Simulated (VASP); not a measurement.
# SrZn23S24 (a cell with a defect) (Wurtzite-6H) in VASP: further runs

SrZn23S24 (a cell with a defect) (Wurtzite-6H) is run at these levels: PBE; tasks: electric field gradients.

Program: VASP 6.6.1. These are calculated values, not measurements. Logs are shortened: lines on timing, memory, paths and dates and some standing lists are left out, and cuts for length are marked.

### Step 1. The cell of the first run

The cell holds a defect, 48 atoms: a = 7.624 Å, b = 7.624 Å, c = 18.690 Å, α = 90.00°, β = 90.00°, γ = 120.00°.

### Step 2. Electric field gradients, PBE

INCAR reads:

```
SYSTEM = SrZn23S24
PREC     = Accurate       ! precision mode
ENCUT    = 520            ! plane-wave cutoff, eV
EDIFF    = 1E-8           ! SCF threshold, eV
ISMEAR   = 1              ! smearing method
SIGMA    = 0.1            ! smearing width, eV
LREAL    = Auto         
LASPH    = .TRUE.         ! aspherical terms in the spheres
NELM     = 100            ! most SCF steps
ALGO     = Normal         ! electronic algorithm
ISIF     = 2              ! what is computed and relaxed
LWAVE    = .FALSE.        ! write WAVECAR
LCHARG   = .FALSE.        ! write CHGCAR
GGA      = PE             ! functional
LEFG     = .TRUE.       
NBANDS   = 245            ! bands
LUSENCCL = .FALSE.
```

KPOINTS reads:

```
regular mesh
0
G
  3 3 1
  0 0 0
```

POSCAR reads:

```
SrZn23S24
1.0
    7.6240000000      0.0000000000      0.0000000000
   -3.8120000000      6.6025776784      0.0000000000
    0.0000000000      0.0000000000     18.6899900000
Zn Sr S
23 1 24
Direct
    0.0000000000      0.0000000000      0.0000000000
    0.0000000000      0.5000000000      0.0000000000
    0.5000000000      0.0000000000      0.0000000000
    0.5000000000      0.5000000000      0.0000000000
    0.0000000000      0.0000000000      0.5000000000
    0.0000000000      0.5000000000      0.5000000000
    0.5000000000      0.0000000000      0.5000000000
    0.5000000000      0.5000000000      0.5000000000
    0.1666666666      0.8333333334      0.1666700000
    0.6666666666      0.3333333334      0.1666700000
    0.6666666666      0.8333333334      0.1666700000
    0.3333333334      0.1666666666      0.6666700000
    0.3333333334      0.6666666666      0.6666700000
    0.8333333334      0.1666666666      0.6666700000
    0.8333333334      0.6666666666      0.6666700000
    0.3333333334      0.1666666666      0.3333300000
    0.3333333334      0.6666666666      0.3333300000
    0.8333333334      0.1666666666      0.3333300000
    0.8333333334      0.6666666666      0.3333300000
    0.1666666666      0.3333333334      0.8333300000
    0.1666666666      0.8333333334      0.8333300000
    0.6666666666      0.3333333334      0.8333300000
    0.6666666666      0.8333333334      0.8333300000
    0.1666666666      0.3333333334      0.1666700000
    0.0000000000      0.0000000000      0.1250000000
    0.0000000000      0.5000000000      0.1250000000
    0.5000000000      0.0000000000      0.1250000000
    0.5000000000      0.5000000000      0.1250000000
    0.0000000000      0.0000000000      0.6250000000
    0.0000000000      0.5000000000      0.6250000000
    0.5000000000      0.0000000000      0.6250000000
    0.5000000000      0.5000000000      0.6250000000
    0.1666666666      0.3333333334      0.2916700000
    0.1666666666      0.8333333334      0.2916700000
    0.6666666666      0.3333333334      0.2916700000
    0.6666666666      0.8333333334      0.2916700000
    0.3333333334      0.1666666666      0.7916700000
    0.3333333334      0.6666666666      0.7916700000
    0.8333333334      0.1666666666      0.7916700000
    0.8333333334      0.6666666666      0.7916700000
    0.3333333334      0.1666666666      0.4583300000
    0.3333333334      0.6666666666      0.4583300000
    0.8333333334      0.1666666666      0.4583300000
    0.8333333334      0.6666666666      0.4583300000
    0.1666666666      0.3333333334      0.9583300000
    0.1666666666      0.8333333334      0.9583300000
    0.6666666666      0.3333333334      0.9583300000
    0.6666666666      0.8333333334      0.9583300000
```

Potentials or basis: VASP PAW PBE potentials, release 64 (Zn, Sr_sv, S).

On the command line:

```sh
cat potpaw_PBE.64/Zn/POTCAR potpaw_PBE.64/Sr_sv/POTCAR potpaw_PBE.64/S/POTCAR > POTCAR
mpirun -np 1 vasp_std > vasp.out
```

OUTCAR:

```text
SYSTEM = SrZn23S24
   PREC = Accurate
   ENCUT = 520
   EDIFF = 1E-8
   ISMEAR = 1
   LREAL = Auto
   LASPH = .TRUE.
   NELM = 100
   ISIF = 2
   GGA = PE

 ion  position               nearest neighbor table
   1  0.000  0.000  0.000-  46 2.33  45 2.33  48 2.33  25 2.34  24 3.81
   2  0.000  0.500  0.000-  45 2.33  46 2.33  47 2.33  26 2.34  24 3.81
   3  0.500  0.000  0.000-  48 2.33  47 2.33  46 2.33  27 2.34
   4  0.500  0.500  0.000-  47 2.33  48 2.33  45 2.33  28 2.34  24 3.81
   5  0.000  0.000  0.500-  43 2.33  44 2.33  41 2.33  29 2.34
   6  0.000  0.500  0.500-  44 2.33  43 2.33  42 2.33  30 2.34
   7  0.500  0.000  0.500-  41 2.33  42 2.33  43 2.33  31 2.34
   8  0.500  0.500  0.500-  42 2.33  41 2.33  44 2.33  32 2.34
   9  0.167  0.833  0.167-  25 2.33  26 2.33  27 2.33  34 2.34  24 3.81  24 3.81
  10  0.667  0.333  0.167-  28 2.33  27 2.33  26 2.33  35 2.34  24 3.81  24 3.81
  11  0.667  0.833  0.167-  27 2.33  28 2.33  25 2.33  36 2.34  24 3.81  24 3.81
  12  0.333  0.167  0.667-  31 2.33  32 2.33  29 2.33  37 2.34
  13  0.333  0.667  0.667-  32 2.33  31 2.33  30 2.33  38 2.34
  14  0.833  0.167  0.667-  29 2.33  30 2.33  31 2.33  39 2.34
  15  0.833  0.667  0.667-  30 2.33  29 2.33  32 2.33  40 2.34
  16  0.333  0.167  0.333-  34 2.33  35 2.33  33 2.33  41 2.34  24 3.81
  17  0.333  0.667  0.333-  33 2.33  36 2.33  34 2.33  42 2.34  24 3.81
  18  0.833  0.167  0.333-  36 2.33  33 2.33  35 2.33  43 2.34  24 3.81
  19  0.833  0.667  0.333-  35 2.33  34 2.33  36 2.33  44 2.34
  20  0.167  0.333  0.833-  38 2.33  39 2.33  37 2.33  45 2.34
  21  0.167  0.833  0.833-  37 2.33  40 2.33  38 2.33  46 2.34
  22  0.667  0.333  0.833-  40 2.33  37 2.33  39 2.33  47 2.34
  23  0.667  0.833  0.833-  39 2.33  38 2.33  40 2.33  48 2.34
  24  0.167  0.333  0.167-  26 2.33  25 2.33  28 2.33  33 2.34   9 3.81  11 3.81   9 3.81  11 3.81
                            10 3.81  10 3.81  17 3.81  18 3.81  16 3.81   2 3.81   1 3.81   4 3.81
  25  0.000  0.000  0.125-   9 2.33  24 2.33  11 2.33   1 2.34
  26  0.000  0.500  0.125-  24 2.33   9 2.33  10 2.33   2 2.34
  27  0.500  0.000  0.125-  11 2.33  10 2.33   9 2.33   3 2.34
  28  0.500  0.500  0.125-  10 2.33  11 2.33  24 2.33   4 2.34
  29  0.000  0.000  0.625-  14 2.33  15 2.33  12 2.33   5 2.34
  30  0.000  0.500  0.625-  15 2.33  14 2.33  13 2.33   6 2.34
[... 12 lines left out ...]
  43  0.833  0.167  0.458-   5 2.33   6 2.33   7 2.33  18 2.34
  44  0.833  0.667  0.458-   6 2.33   5 2.33   8 2.33  19 2.34
  45  0.167  0.333  0.958-   2 2.33   1 2.33   4 2.33  20 2.34  24 3.89
  46  0.167  0.833  0.958-   1 2.33   2 2.33   3 2.33  21 2.34
  47  0.667  0.333  0.958-   4 2.33   3 2.33   2 2.33  22 2.34
  48  0.667  0.833  0.958-   3 2.33   4 2.33   1 2.33  23 2.34

  LATTYP: Found a hexagonal cell.
 ALAT       =     7.6240000000
 C/A-ratio  =     2.4514677335

  Lattice vectors:

 A1 = (   7.6240000000,   0.0000000000,   0.0000000000)
 A2 = (  -3.8120000000,   6.6025776784,   0.0000000000)
 A3 = (   0.0000000000,   0.0000000000,  18.6899900000)

Analysis of symmetry for initial positions (statically):
=====================================================================
 Subroutine PRICEL returns:
 Original cell was already a primitive cell.

 Routine SETGRP: Setting up the symmetry group for a
 hexagonal supercell.

 Subroutine GETGRP returns: Found  6 space group operations
 (whereof  2 operations were pure point group operations)
 out of a pool of 24 trial point group operations.

The static configuration has the point symmetry C_1h.
 The point group associated with its full space group is C_3v.

Analysis of symmetry for dynamics (positions and initial velocities):
=====================================================================
 Subroutine PRICEL returns:
 Original cell was already a primitive cell.

 Routine SETGRP: Setting up the symmetry group for a
 hexagonal supercell.

 Subroutine GETGRP returns: Found  6 space group operations
 (whereof  2 operations were pure point group operations)
 out of a pool of 24 trial point group operations.

The dynamic configuration has the point symmetry C_1h.
 The point group associated with its full space group is C_3v.

 Subroutine INISYM returns: Found  6 space group operations
 (whereof  2 operations are pure point group operations),
 and found     1 'primitive' translations

[... 185 lines left out ...]
  volume/ion in A,a.u.               =      19.60       132.27
  Fermi-wavevector in a.u.,A,eV,Ry     =   1.261041  2.383022 21.636312  1.590224
  Thomas-Fermi vector in A             =   2.394520
   LORBIT       =      0    0 simple, 1 ext, 2 COOP (PROOUT), +10 PAW based schemes
   GGA     = PE    functional components
   LHFCALC =     F    Hartree Fock is set to
   AEXX    =    0.0000 exact exchange contribution
   IVDW    =     0    specifies the selected vdW correction
   LEPSILON=     F    determine dielectric tensor
   LRPA    =     F    only Hartree local field effects (RPA)
 non-spin polarized calculation
 Methfessel and Paxton  Order N= 1 SIGMA  =   0.10
  energy-cutoff  :      520.00
  volume of cell :      940.82
 maximum number of plane-waves:     25428
 NGX is ok and might be reduce to    60
   NGX = 29   NGY = 29   NGZ = 69

 number of electron     430.0000298 magnetization

 Free energy of the ion-electron system (eV)
  ---------------------------------------------------
  ext. energy  EPLUGINS =         0.00000000
  ---------------------------------------------------
  free energy    TOTEN  =      -161.83548049 eV

  energy without entropy =     -161.83762005  energy(sigma->0) =     -161.83619368

 E-fermi :   2.2845     XC(G=0):  -9.6784

 val. band max:        2.2070458443   @ k =   0.0000   0.0000   0.0000
 cond. band min:       4.4547390823   @ k =   0.0000   0.0000   0.0000
 fundamental gap:      2.2476932380
 Fermi energy:         2.2844847219

 k-point     1 :       0.0000    0.0000    0.0000
  band No.  band energies     occupation
      1     -29.9662      2.00000
      2     -13.2386      2.00000
      3     -13.2167      2.00000
      4     -13.2167      2.00000
      5     -10.9080      2.00000
      6     -10.7141      2.00000
[... 679 lines left out ...]
    226       6.6778      0.00000
    227       6.8938      0.00000
 [bands above 227 left out]

------------------------ aborting loop because EDIFF is reached ----------------------------------------

  FORCE on cell =-STRESS in cart. coord.  units (eV):
  Direction    XX          YY          ZZ          XY          YZ          ZX
  --------------------------------------------------------------------------------------
  -------------------------------------------------------------------------------------
  Total       31.9381726     31.9381726     31.5691966      0.0000000      0.0000000     -0.0000000
  in kB       54.3895130     54.3895130     53.7611607      0.0000000      0.0000000     -0.0000000
  external PRESSURE =      54.1800622 kB  Pullay stress =       0.0000000 kB

 VOLUME and BASIS-vectors are now :
 -----------------------------------------------------------------------------
  energy-cutoff  :      520.00
  volume of cell :      940.82
      direct lattice vectors                 reciprocal lattice vectors
     7.624000000  0.000000000  0.000000000     0.131164743  0.075728000 -0.000000000
    -3.812000000  6.602577678  0.000000000     0.000000000  0.151455999  0.000000000
     0.000000000  0.000000000 18.689990000     0.000000000 -0.000000000  0.053504577

 POSITION                                       TOTAL-FORCE (eV/Angst)
 -----------------------------------------------------------------------------------
      0.00000      0.00000      0.00000         0.000000     -0.171592      0.047233
     -1.90600      3.30129      0.00000        -0.148603      0.085796      0.047233
      3.81200      0.00000      0.00000         0.000000     -0.000000     -0.059443
      1.90600      3.30129      0.00000         0.148603      0.085796      0.047233
      0.00000      0.00000      9.34500         0.000000      0.015073     -0.010819
     -1.90600      3.30129      9.34500         0.013053     -0.007536     -0.010819
[... 40 lines left out ...]
      3.81200      2.20086     17.91118         0.000000     -0.023151     -0.054696
      1.90600      5.50215     17.91118        -0.020049      0.011575     -0.054696
 -----------------------------------------------------------------------------------
    total drift:                               -0.000005     -0.000004     -0.000862

  FREE ENERGIE OF THE ION-ELECTRON SYSTEM (eV)
  ---------------------------------------------------
  free  energy   TOTEN  =      -161.8354804942 eV

  energy  without entropy=     -161.8376200519  energy(sigma->0) =     -161.83619368

 Electric field gradients (V/A^2)
---------------------------------------------------------------------
 ion       V_xx      V_yy      V_zz      V_xy      V_xz      V_yz
---------------------------------------------------------------------
   1       0.213    -1.488     1.275    -0.001    -0.000     1.486
   2      -1.062    -0.213     1.275     0.735     1.287    -0.743
   3      -0.269    -0.270     0.539    -0.001    -0.000     0.000
   4      -1.062    -0.213     1.275    -0.737    -1.287    -0.743
   5       0.186     0.571    -0.757    -0.001     0.000     0.146
   6       0.475     0.282    -0.757    -0.168     0.127    -0.073
[... 40 lines left out ...]
  47       0.421    -0.924     0.504    -0.000    -0.000    -1.495
  48      -0.588     0.084     0.504     0.582    -1.294     0.747
---------------------------------------------------------------------

 Electric field gradients after diagonalization (V/A^2)
 (convention: |V_zz| > |V_xx| > |V_yy|)
----------------------------------------------------------------------
 ion       V_xx      V_yy      V_zz     asymmetry (V_yy - V_xx)/ V_zz
----------------------------------------------------------------------
   1       1.922     0.213    -2.135       0.800
   2       1.922     0.212    -2.134       0.802
   3      -0.271    -0.269     0.539       0.003
   4       1.922     0.213    -2.135       0.800
   5       0.587     0.186    -0.773       0.518
   6       0.588     0.185    -0.773       0.521
[... 40 lines left out ...]
  47       1.446     0.421    -1.867       0.549
  48       1.446     0.420    -1.866       0.550
----------------------------------------------------------------------

           NMR quadrupolar parameters

 Cq : quadrupolar parameter    Cq=e*Q*V_zz/h
 eta: asymmetry parameters     (V_yy - V_xx)/ V_zz
 Q  : nuclear electric quadrupole moment in mb (millibarn)
----------------------------------------------------------------------
 ion       Cq(MHz)       eta       Q (mb)
----------------------------------------------------------------------
   1      -0.005       0.800       1.000
   2      -0.005       0.802       1.000
   3       0.001       0.003       1.000
   4      -0.005       0.800       1.000
   5      -0.002       0.518       1.000
   6      -0.002       0.521       1.000
[... 40 lines left out ...]
  47      -0.005       0.549       1.000
  48      -0.005       0.550       1.000
----------------------------------------------------------------------
```

Run time: 3.3 min. Hardware: 1 × NVIDIA H100 80GB with 1 thread of Intel Xeon Platinum 8481C at 2.70GHz (Sapphire Rapids), shared host; peak memory 2 GiB.

Results:

```
Free energy            : -161.8355 eV
Pressure               : 5.4 GPa
Largest force          : 5.428 eV/Å
Band gap on the k mesh : 2.25 eV
```

Forces in eV/Å, atoms in the order of the input:
```
Zn   0.000 -0.172  0.047
Zn  -0.149  0.086  0.047
Zn   0.000  0.000 -0.059
Zn   0.149  0.086  0.047
Zn   0.000  0.015 -0.011
Zn   0.013 -0.008 -0.011
Zn   0.000  0.000  0.001
Zn  -0.013 -0.008 -0.011
Zn  -0.177 -0.102 -0.116
Zn   0.000  0.205 -0.116
Zn   0.177 -0.102 -0.116
Zn   0.003 -0.002  0.016
Zn   0.000  0.004  0.016
Zn  -0.003 -0.002  0.016
Zn   0.000  0.000  0.021
Zn  -0.052  0.030  0.137
Zn   0.000 -0.060  0.137
Zn   0.052  0.030  0.137
Zn   0.000  0.000  0.032
Zn   0.000  0.000 -0.045
Zn   0.003  0.001  0.015
Zn   0.000 -0.003  0.015
Zn  -0.003  0.001  0.015
Sr   0.000  0.000 -0.058
S    0.000 -5.057 -1.791
S   -4.380  2.529 -1.791
S    0.000  0.000  0.048
S    4.380  2.529 -1.791
S    0.000  0.000  0.019
S    0.000  0.000  0.019
S    0.000  0.000  0.037
S    0.000  0.000  0.019
S    0.000  0.000  5.428
S    0.008  0.005 -0.026
S    0.000 -0.010 -0.026
S   -0.008  0.005 -0.026
S   -0.004  0.003 -0.009
S    0.000 -0.005 -0.009
S    0.004  0.003 -0.009
S    0.000  0.000 -0.014
S    0.034 -0.019 -0.015
S    0.000  0.039 -0.015
S   -0.034 -0.019 -0.015
S    0.000  0.000 -0.048
S    0.000  0.000  0.019
S    0.020  0.012 -0.055
S    0.000 -0.023 -0.055
S   -0.020  0.012 -0.055
```

Levels at points of the mesh, in eV from the valence-band top:
| k point | band 212 | band 213 | band 214 | band 215 | band 216 | band 217 | band 218 | band 219 |
| --- | --- | --- | --- | --- | --- | --- | --- | --- |
| (0.00, 0.00, 0.00) | -0.18 | -0.07 | 0.00 | 0.00 | 2.25 | 3.25 | 3.26 | 3.39 |

Electric field gradients, principal values (V/Å²):
```tsv
atom	least	middle	greatest (by size)
1 Zn	0.213	1.922	-2.135
2 Zn	0.212	1.922	-2.134
3 Zn	-0.269	-0.271	0.539
4 Zn	0.213	1.922	-2.135
5 Zn	0.186	0.587	-0.773
6 Zn	0.185	0.588	-0.773
7 Zn	-0.004	-0.006	0.010
8 Zn	0.186	0.587	-0.773
9 Zn	1.570	2.021	-3.590
10 Zn	1.570	2.021	-3.590
11 Zn	1.570	2.019	-3.590
12 Zn	-0.482	-0.589	1.071
13 Zn	-0.481	-0.590	1.071
14 Zn	-0.481	-0.590	1.071
15 Zn	-0.461	-0.463	0.925
16 Zn	1.031	1.186	-2.217
17 Zn	1.033	1.185	-2.218
18 Zn	1.033	1.185	-2.218
19 Zn	0.269	0.270	-0.539
20 Zn	-1.160	-1.162	2.321
21 Zn	-0.027	-0.206	0.233
22 Zn	-0.027	-0.206	0.233
23 Zn	-0.028	-0.205	0.233
24 Sr	-0.799	-0.802	1.601
25 S	52.930	54.000	-106.930
26 S	52.929	54.000	-106.929
27 S	0.072	0.073	-0.145
28 S	52.930	54.000	-106.930
29 S	-0.700	-0.769	1.469
30 S	-0.699	-0.770	1.469
31 S	-0.342	-0.343	0.685
32 S	-0.700	-0.769	1.469
33 S	51.399	51.400	-102.799
34 S	0.102	1.053	-1.155
35 S	0.102	1.053	-1.155
36 S	0.102	1.052	-1.155
37 S	-0.220	-0.472	0.692
38 S	-0.220	-0.472	0.692
39 S	-0.220	-0.472	0.692
40 S	-0.080	-0.081	0.160
41 S	0.178	1.426	-1.604
42 S	0.179	1.426	-1.605
43 S	0.179	1.426	-1.605
44 S	-0.828	-0.829	1.657
45 S	-0.923	-0.923	1.846
46 S	0.421	1.446	-1.867
47 S	0.421	1.446	-1.867
48 S	0.420	1.446	-1.866
```

Caveat: without QUAD_EFG the Cq values of the log hold for a quadrupole moment of 1 mb, not for the nuclei.

(Part 1 of 2 ends here.)
